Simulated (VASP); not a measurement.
CdF2, 3 atoms in the cell. It takes space group Fm-3m (No. 225, cubic). The conventional cell has a = 5.388 Å, b = 5.388 Å, c = 5.388 Å, α = 90.00°, β = 90.00°, γ = 90.00°. Cd (site symmetry m-3m) has 8 F at 2.33 Å within 3.1 Å. Within 3.1 Å of F (site symmetry -43m) lie 4 Cd at 2.33 Å and 6 F at 2.69 Å. 

* Program: VASP 6.6.1
* Task: single point
* Functional: PBE
* Potentials or basis: VASP PAW PBE potentials, release 64 (Cd, F)
* Cutoff: 520 eV
* k mesh: 6 × 6 × 6
* Occupations: gaussian, width 0.1 eV
* Spin: no spin polarisation
* Dipole correction: no
* Further INCAR settings: ALGO = Normal; EDIFF = 1e-06; NBANDS = 20

Potentials or basis: VASP PAW PBE potentials, release 64 (Cd, F).

Run with:

```bash
$ cat potpaw_PBE.64/Cd/POTCAR potpaw_PBE.64/F/POTCAR > POTCAR
$ mpirun -np 1 vasp_std > vasp.out
```

Hardware: 1 thread of Intel(R) Xeon(R) 6975P-C (Granite Rapids), with other jobs on the host.

Q: Estimate the wall time of this run.

A: It took 6.9 s on 1 thread of Intel(R) Xeon(R) 6975P-C (Granite Rapids) (shared host), peak memory 0.15 GiB. Counts: scf iterations 14, k points 16.
